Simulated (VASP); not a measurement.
# Br (P6_3/mmc) in VASP: relaxation of cell and atoms with PBE

Aim: the relaxation of cell and atoms of Br with PBE.

Program: VASP 6.6.1. These are calculated values, not measurements. Logs are shortened: lines on timing, memory, paths and dates and some standing lists are left out, and cuts for length are marked.

## 1. The cell of the first run

It takes space group P6_3/mmc (No. 194, hexagonal). The conventional cell has a = 3.330 Å, b = 3.330 Å, c = 5.438 Å, α = 90.00°, β = 90.00°, γ = 120.00°. Within 4.4 Å of Br (site symmetry -6m2) lie 12 Br at 3.33 Å.

## 2. Relaxation of cell and atoms, PBE

Contents of INCAR:

```
PREC = Accurate
ENCUT = 600
EDIFF = 1E-7
ISMEAR = -1
SIGMA = 0.05
LREAL = F
LASPH = T
NELM = 80
ALGO = Normal
ISIF = 3
LWAVE = F
LCHARG = F
GGA = PE
IBRION = 2
NSW = 60
EDIFFG = -0.02
```

Contents of KPOINTS:

```
Automatic mesh
0
Gamma
  15 15 8
```

Contents of POSCAR:

```
Br
1.0
    3.3300000000      0.0000000000      0.0000000000
   -1.6650000000      2.8838645946      0.0000000000
    0.0000000000      0.0000000000      5.4378900000
Br
2
Direct
    0.3333333333      0.6666666667      0.2500000000
    0.6666666667      0.3333333333      0.7500000000
```

Potentials or basis: VASP PAW PBE potentials, release 64 (Br).

Started as:

```console
cat potpaw_PBE.64/Br/POTCAR > POTCAR
mpirun -np 1 vasp_std > vasp.out
```

OUTCAR:

```text
PREC = Accurate
   ENCUT = 600
   EDIFF = 1E-7
   ISMEAR = -1
   LREAL = F
   LASPH = T
   NELM = 80
   ISIF = 3
   GGA = PE
   IBRION = 2
   NSW = 60
   EDIFFG = -0.02

 ion  position               nearest neighbor table
   1  0.333  0.667  0.250-
   2  0.667  0.333  0.750-

  LATTYP: Found a hexagonal cell.
 ALAT       =     3.3300000000
 C/A-ratio  =     1.6330000000

  Lattice vectors:

 A1 = (   3.3300000000,   0.0000000000,   0.0000000000)
 A2 = (  -1.6650000000,   2.8838645946,   0.0000000000)
 A3 = (   0.0000000000,   0.0000000000,   5.4378900000)

Analysis of symmetry for initial positions (statically):
=====================================================================
 Subroutine PRICEL returns:
 Original cell was already a primitive cell.

 Routine SETGRP: Setting up the symmetry group for a
 hexagonal supercell.

 Subroutine GETGRP returns: Found 24 space group operations
 (whereof 12 operations were pure point group operations)
 out of a pool of 24 trial point group operations.

The static configuration has the point symmetry D_3d.
 The point group associated with its full space group is D_6h.

Analysis of symmetry for dynamics (positions and initial velocities):
=====================================================================
 Subroutine PRICEL returns:
 Original cell was already a primitive cell.

 Routine SETGRP: Setting up the symmetry group for a
 hexagonal supercell.

 Subroutine GETGRP returns: Found 24 space group operations
 (whereof 12 operations were pure point group operations)
 out of a pool of 24 trial point group operations.

The dynamic configuration has the point symmetry D_3d.
 The point group associated with its full space group is D_6h.

 Subroutine INISYM returns: Found 24 space group operations
 (whereof 12 operations are pure point group operations),
 and found     1 'primitive' translations

----------------------------------------------------------------------------------------

                                     Primitive cell

  volume of cell :      52.2215

  direct lattice vectors                    reciprocal lattice vectors
     3.330000000  0.000000000  0.000000000     0.300300300  0.173378459  0.000000000
    -1.665000000  2.883864595  0.000000000     0.000000000  0.346756918  0.000000000
     0.000000000  0.000000000  5.437890000     0.000000000  0.000000000  0.183894856

  length of vectors
     3.330000000  3.330000000  5.437890000     0.346756918  0.346756918  0.183894856

  position of ions in fractional coordinates (direct lattice)
     0.333333333  0.666666667  0.250000000
     0.666666667  0.333333333  0.750000000

  ion indices of the primitive-cell ions
   primitive index   ion index
                 1           1
                 2           2

----------------------------------------------------------------------------------------

 KPOINTS: Automatic mesh

Automatic generation of k-mesh.
 Grid dimensions read from file:
 generate k-points for:   15   15    8

 Generating k-lattice:

  Cartesian coordinates                     Fractional coordinates (reciprocal lattice)
     0.020020020  0.011558564  0.000000000     0.066666667 -0.000000000  0.000000000
     0.000000000  0.023117128  0.000000000     0.000000000  0.066666667  0.000000000
     0.000000000  0.000000000  0.022986857     0.000000000  0.000000000  0.125000000

  Length of vectors
     0.023117128  0.023117128  0.022986857

  Shift w.r.t. Gamma in fractional coordinates (k-lattice)
     0.000000000  0.000000000  0.000000000

 Subroutine IBZKPT returns following result:
 ===========================================

 Found    135 irreducible k-points:

 Following reciprocal coordinates:
            Coordinates               Weight
  0.000000  0.000000  0.000000      1.000000
  0.066667  0.000000  0.000000      6.000000
  0.133333  0.000000  0.000000      6.000000
  0.200000  0.000000  0.000000      6.000000
  0.266667  0.000000  0.000000      6.000000
  0.333333  0.000000  0.000000      6.000000
[... 16 lines left out ...]
  0.333333  0.200000  0.000000     12.000000
  0.400000  0.200000  0.000000      6.000000
 [... further k-points ...]
   k-points           NKPTS =    135   k-points in BZ     NKDIM =    135   number of bands    NBANDS=     11
   number of dos      NEDOS =    301   number of ions     NIONS =      2
   total plane-waves  NPLWV =  37632
   dimension x,y,z NGX =    28 NGY =   28 NGZ =   48
   dimension x,y,z NGXF=    56 NGYF=   56 NGZF=   96
   ions per type =               2
   NGX,Y,Z   is equivalent  to a cutoff of  13.98, 13.98, 14.67 a.u.
   NGXF,Y,Z  is equivalent  to a cutoff of  27.96, 27.96, 29.35 a.u.
 SYSTEM =  unknown system
   PREC   = accura    normal or accurate (medium, high low for compatibility)
   ISTART =      0    job   : 0-new  1-cont  2-samecut
   ICHARG =      2    charge: 1-file 2-atom 10-const
   ISPIN  =      1    spin polarized calculation?
   LNONCOLLINEAR =      F non collinear calculations
   LSORBIT =      F    spin-orbit coupling
   LASPH  =      T    aspherical Exc in radial PAW
   ENCUT  =  600.0 eV  44.10 Ry    6.64 a.u.   6.65  6.65 10.86*2*pi/ulx,y,z
   NELM   =     80;   NELMIN=  2; NELMDL= -5     # of ELM steps
   EDIFF  = 0.1E-06   stopping-criterion for ELM
   LREAL  =      F    real-space projection
   EDIFFG = -.2E-01   stopping-criterion for IOM
   NSW    =     60    number of steps for IOM
   IBRION =      2    ionic relax: 0-MD 1-quasi-New 2-CG
   NFREE  =      1    steps in history (QN), initial steepest desc. (CG)
   ISIF   =      3    stress and relaxation
   ISYM   =      2    0-nonsym 1-usesym 2-fastsym
   POTIM  = 0.5000    time-step for ionic-motion
   TEBEG  =    0.0;   TEEND  =   0.0 temperature during run
   PSTRESS=    0.0 pullay stress
   NELECT =      14.0000    total number of electrons
   NUPDOWN=      -1.0000    fix difference up-down
   EMIN   =  10.00;   EMAX   =-10.00  energy-range for DOS
   EFERMI =   0.00;   METHOD = LEGACY
   ISMEAR =    -1;   SIGMA  =   0.05  broadening in eV -4-tet -1-fermi 0-gaus
   EFERMI_NEDOS =   21; number of points for ismear=-14 and -15
   IALGO  =     38    algorithm
   IMIX   =      4    mixing-type and parameters
     AMIX     =   0.40;   BMIX     =  1.00
     AMIX_MAG =   1.60;   BMIX_MAG =  1.00
  volume/ion in A,a.u.               =      26.11       176.20
  Fermi-wavevector in a.u.,A,eV,Ry     =   1.055604  1.994802 15.160968  1.114300
  Thomas-Fermi vector in A             =   2.190808
   LORBIT       =      0    0 simple, 1 ext, 2 COOP (PROOUT), +10 PAW based schemes
   GGA     = PE    functional components
   LHFCALC =     F    Hartree Fock is set to
   AEXX    =    0.0000 exact exchange contribution
   IVDW    =     0    specifies the selected vdW correction
   LEPSILON=     F    determine dielectric tensor
   LRPA    =     F    only Hartree local field effects (RPA)
 conjugate gradient relaxation of ions
 non-spin polarized calculation
  energy-cutoff  :      600.00
  volume of cell :       52.22
 maximum number of plane-waves:      1768
 NGX is ok and might be reduce to    28
   NGX = 13   NGY = 13   NGZ = 21

--------------------------------------- Ionic step        1  -------------------------------------------

 number of electron      13.9999999 magnetization

 Free energy of the ion-electron system (eV)
  ---------------------------------------------------
  ext. energy  EPLUGINS =         0.00000000
  ---------------------------------------------------
  free energy    TOTEN  =        -1.91099364 eV

  energy without entropy =       -1.87410717  energy(sigma->0) =       -1.89255040

------------------------ aborting loop because EDIFF is reached ----------------------------------------

  FORCE on cell =-STRESS in cart. coord.  units (eV):
  Direction    XX          YY          ZZ          XY          YZ          ZX
  --------------------------------------------------------------------------------------
  -------------------------------------------------------------------------------------
  Total        0.2295801      0.2295801      0.2376731      0.0000000     -0.0000000      0.0000000
  in kB        7.0436096      7.0436096      7.2919061      0.0000000     -0.0000000      0.0000000
  external PRESSURE =       7.1263751 kB  Pullay stress =       0.0000000 kB
[... 57 lines left out ...]
  energy  without entropy=       -1.8756663787  energy(sigma->0) =       -1.89460567

--------------------------------------- Ionic step        3  -------------------------------------------

 number of electron      14.0000000 magnetization

 Free energy of the ion-electron system (eV)
  ---------------------------------------------------
  ext. energy  EPLUGINS =         0.00000000
  ---------------------------------------------------
  free energy    TOTEN  =        -1.91384028 eV

  energy without entropy =       -1.87545531  energy(sigma->0) =       -1.89464780

 E-fermi :   1.3631     XC(G=0):  -9.2371

 val. band max:        1.3570797826   @ k =   0.2000   0.2000   0.0000
 cond. band min:       1.3645846463   @ k =   0.3333   0.3333   0.5000
 fundamental gap:      0.0075048638
 Fermi energy:         1.3631283348

 k-point     1 :       0.0000    0.0000    0.0000
  band No.  band energies     occupation
      1     -13.7972      2.00000
      2     -12.4791      2.00000
      3      -3.0075      2.00000
      4       1.5867      0.02259
      5       1.5867      0.02259
      6       2.2036      0.00000
      7       2.2036      0.00000
      8       2.2340      0.00000
      9       9.2744      0.00000
     10       9.6823      0.00000
     11      13.6776      0.00000
[... 309 lines left out ...]
 k-point    24 :       0.4000    0.2000    0.0000
  band No.  band energies     occupation
      1     -12.3324      2.00000
      2     -12.0423      2.00000
      3      -2.3106      2.00000
      4      -1.4080      2.00000
      5      -0.7180      2.00000
      6      -0.5421      2.00000
      7       0.4317      2.00000
      8       0.4595      2.00000
      9       9.1561      0.00000
     10      11.0816      0.00000
     11      12.5419      0.00000

 [... further k-points ...]

------------------------ aborting loop because EDIFF is reached ----------------------------------------

  FORCE on cell =-STRESS in cart. coord.  units (eV):
  Direction    XX          YY          ZZ          XY          YZ          ZX
  --------------------------------------------------------------------------------------
  -------------------------------------------------------------------------------------
  Total       -0.0090474     -0.0090474      0.0102556     -0.0000000      0.0000000      0.0000000
  in kB       -0.2706938     -0.2706938      0.3068420     -0.0000000      0.0000000      0.0000000
  external PRESSURE =      -0.0781819 kB  Pullay stress =       0.0000000 kB
[... 17 lines left out ...]
  FREE ENERGIE OF THE ION-ELECTRON SYSTEM (eV)
  ---------------------------------------------------
  free  energy   TOTEN  =        -1.9138402819 eV

  energy  without entropy=       -1.8754553124  energy(sigma->0) =       -1.89464780

 reached required accuracy - stopping structural energy minimisation
```

Run time: 3.1 min. Hardware: 1 thread of AMD EPYC 9R45 (Zen 5), shared host; peak memory 0.21 GiB.

What came out:

| Property | Result |
| --- | --- |
| Free energy | -1.9138 eV |
| Relaxed volume | 26.77 Å³/atom |
| Relaxed cell | a = 3.358 Å, b = 3.358 Å, c = 5.485 Å, α = 90.00°, β = 90.00°, γ = 120.00° |
| Space group after relaxing (to 0.05 Å) | P6_3/mmc (No. 194) |
| Energy gained by relaxing | 1.4 meV/atom |
| Ionic steps | 3 |
| Pressure after relaxing | 0.0 GPa |
| Band gap on the k mesh | zero (band 7 reaches 2.20 eV, above the bottom of band 8 at -0.01 eV) |

The path:
| step | energy change (eV) | largest force (eV/Å) | pressure (GPa) | volume (Å³) |
| --- | --- | --- | --- | --- |
| 1 | 0.0000 | 0.0000 | 0.71 | 52.22 |
| 2 | -0.0026 | 0.0000 | 0.22 | 53.10 |
| 3 | -0.0028 | 0.0000 | -0.01 | 53.55 |

Final structure:
```cif
data_structure
_symmetry_space_group_name_H-M 'P 1'
_symmetry_Int_Tables_number 1
_cell_length_a 3.3577
_cell_length_b 3.3577
_cell_length_c 5.4847
_cell_angle_alpha 90.000
_cell_angle_beta 90.000
_cell_angle_gamma 120.000
_cell_volume 53.55
loop_
_atom_site_label
_atom_site_type_symbol
_atom_site_fract_x
_atom_site_fract_y
_atom_site_fract_z
_atom_site_occupancy
Br1 Br 0.33333 0.66667 0.25000 1
Br2 Br 0.66667 0.33333 0.75000 1
```
